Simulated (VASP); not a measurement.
# KNd2Sb3 (P-6m2) in VASP: notebook, part 2 of 2

VASP 6.6.1.

### 4 Single point, PBE

This run uses another cell than the first one, of 37.75 Å³/atom.

File INCAR:

```
ALGO = Normal
EDIFF = 1E-6
ENCUT = 500
GGA = PE
GGA_COMPAT = False
ISIF = 2
ISMEAR = 0
LASPH = True
LCHARG = False
LMAXMIX = 6
LREAL = False
LWAVE = False
NBANDS = 32
NELM = 200
PREC = Accurate
SIGMA = 0.02
```

File KPOINTS:

```
k-points
0
Gamma
  6 6 4
```

File POSCAR:

```
KNd2Sb3
1.0
    4.8593910493      0.0000000000      0.0000000000
   -2.4296955247      4.2083560957      0.0000000000
    0.0000000000      0.0000000000     11.0743462129
K Nd Sb
1 2 3
Direct
    0.6666666667      0.3333333333      0.0000000000
    0.3333333333      0.6666666667      0.3321520716
    0.3333333333      0.6666666667      0.6678479284
    0.0000000000      0.0000000000      0.5000000000
    0.0000000000      0.0000000000      0.7904477998
    0.0000000000      0.0000000000      0.2095522002
```

Potentials or basis: VASP PAW PBE potentials, release 64 (K_sv, Nd_3, Sb), 4f in core.

On the command line:

```
cat potpaw_PBE.64/K_sv/POTCAR potpaw_PBE.64/Nd_3/POTCAR potpaw_PBE.64/Sb/POTCAR > POTCAR
mpirun -np 1 vasp_std > vasp.out
```

OUTCAR:

```text
EDIFF = 1E-6
   ENCUT = 500
   GGA = PE
   ISIF = 2
   ISMEAR = 0
   LASPH = True
   LREAL = False
   NELM = 200
   PREC = Accurate

 ion  position               nearest neighbor table
   1  0.667  0.333  0.000-   5 3.64   6 3.64   5 3.64   6 3.64   5 3.64   6 3.64
   2  0.333  0.667  0.332-   6 3.12   6 3.12   6 3.12   4 3.37   4 3.37   4 3.37   3 3.72
   3  0.333  0.667  0.668-   5 3.12   5 3.12   5 3.12   4 3.37   4 3.37   4 3.37   2 3.72
   4  0.000  0.000  0.500-   5 3.22   6 3.22   2 3.37   3 3.37   2 3.37   3 3.37   2 3.37   3 3.37

   5  0.000  0.000  0.790-   3 3.12   3 3.12   3 3.12   4 3.22   1 3.64   1 3.64   1 3.64
   6  0.000  0.000  0.210-   2 3.12   2 3.12   2 3.12   4 3.22   1 3.64   1 3.64   1 3.64

  LATTYP: Found a hexagonal cell.
 ALAT       =     4.8593910493
 C/A-ratio  =     2.2789576102

  Lattice vectors:

 A1 = (   4.8593910493,   0.0000000000,   0.0000000000)
 A2 = (  -2.4296955247,   4.2083560957,   0.0000000000)
 A3 = (   0.0000000000,   0.0000000000,  11.0743462129)

Analysis of symmetry for initial positions (statically):
[... 178 lines left out ...]
 E-fermi :   3.1836     XC(G=0):  -8.4450

 val. band max:        3.0496432137   @ k =   0.3333   0.3333   0.5000
 cond. band min:       3.8407233336   @ k =   0.5000   0.0000   0.0000
 fundamental gap:      0.7910801199
 Fermi energy:         3.1836387587

 k-point     1 :       0.0000    0.0000    0.0000
  band No.  band energies     occupation
      1     -34.9033      2.00000
      2     -34.8858      2.00000
      3     -27.2362      2.00000
      4     -16.1651      2.00000
      5     -16.0303      2.00000
      6     -16.0303      2.00000
[... 724 lines left out ...]
     31       6.9081      0.00000
     32       7.0300      0.00000

------------------------ aborting loop because EDIFF is reached ----------------------------------------

  FORCE on cell =-STRESS in cart. coord.  units (eV):
  Direction    XX          YY          ZZ          XY          YZ          ZX
  --------------------------------------------------------------------------------------
  -------------------------------------------------------------------------------------
  Total        0.2544904      0.2544904      0.1574270     -0.0000000     -0.0000000      0.0000000
  in kB        1.8004024      1.8004024      1.1137235     -0.0000000     -0.0000000      0.0000000
  external PRESSURE =       1.5715094 kB  Pullay stress =       0.0000000 kB

 VOLUME and BASIS-vectors are now :
 -----------------------------------------------------------------------------
  energy-cutoff  :      500.00
  volume of cell :      226.47
      direct lattice vectors                 reciprocal lattice vectors
     4.859391049  0.000000000  0.000000000     0.205787102  0.118811239  0.000000000
    -2.429695525  4.208356096  0.000000000     0.000000000  0.237622477  0.000000000
     0.000000000  0.000000000 11.074346213     0.000000000  0.000000000  0.090298784

 POSITION                                       TOTAL-FORCE (eV/Angst)
 -----------------------------------------------------------------------------------
      2.42970      1.40279      0.00000         0.000000     -0.000000      0.000000
     -0.00000      2.80557      3.67837        -0.000000      0.000000      0.000629
     -0.00000      2.80557      7.39598        -0.000000      0.000000     -0.000629
      0.00000      0.00000      5.53717         0.000000      0.000000      0.000000
      0.00000      0.00000      8.75369         0.000000      0.000000      0.024591
      0.00000      0.00000      2.32065         0.000000      0.000000     -0.024591
 -----------------------------------------------------------------------------------
    total drift:                                0.000000     -0.000000      0.000000

  FREE ENERGIE OF THE ION-ELECTRON SYSTEM (eV)
  ---------------------------------------------------
  free  energy   TOTEN  =       -27.5788502735 eV

  energy  without entropy=      -27.5788502735  energy(sigma->0) =      -27.57885027
```

stdout:

```text
POSCAR found type information on POSCAR K NdSb
 POSCAR found :  3 types and       6 ions
 scaLAPACK will be used
 LDA part: xc-table for (Slater+PW92), standard interpolation
 POSCAR, INCAR and KPOINTS ok, starting setup
 FFT: planning ... GRIDC
 FFT: planning ... GRID_SOFT
 FFT: planning ... GRID
 WAVECAR not read
 entering main loop
```

It took 2.4 min on 1 thread of Intel Xeon Platinum 8375C at 2.90GHz (Ice Lake), shared host; peak memory 0.4 GiB.

What came out:

* Free energy: -27.5789 eV
* Pressure: 0.2 GPa
* Largest force: 0.025 eV/Å
* Band gap on the k mesh: 0.79 eV (least direct gap 1.10 eV)

Forces in eV/Å, atoms in the order of the input:
```
K    0.000  0.000  0.000
Nd   0.000  0.000  0.001
Nd   0.000  0.000 -0.001
Sb   0.000  0.000  0.000
Sb   0.000  0.000  0.025
Sb   0.000  0.000 -0.025
```

Caveat: semilocal functionals underestimate gaps, and a narrow one can read as zero; spin-orbit coupling is left out, which moves the levels of the heavy elements; the 4f electrons are frozen in the core, so they carry no moment and show no levels.

### 5 Overview

```tsv
cell	gap on the mesh (eV)	pressure (GPa)	largest force (eV/Å)
a = 4.791, b = 4.791, c = 10.710 Å, angles 90.0, 90.0, 120.0°, 6 atoms, atomic positions A	0.61	2.0	0.03
a = 4.826, b = 4.826, c = 10.892 Å, angles 90.0, 90.0, 120.0°, 6 atoms, atomic positions B	0.71	1.0	0.02
a = 4.859, b = 4.859, c = 11.074 Å, angles 90.0, 90.0, 120.0°, 6 atoms, atomic positions C	0.79	0.2	0.02
```

Alike in all rows: task single point; level PBE; potentials or basis VASP PAW PBE potentials, release 64 (K_sv, Nd_3, Sb), 4f in core; no spin polarisation; k mesh 6 × 6 × 4; cutoff (eV) 500; smearing gaussian 0.02 eV.

Caveats: semilocal functionals underestimate gaps, and a narrow one can read as zero; spin-orbit coupling is left out, which moves the levels of the heavy elements; the 4f electrons are frozen in the core, so they carry no moment and show no levels.

Absolute energies hang on the potentials; compare differences alone.
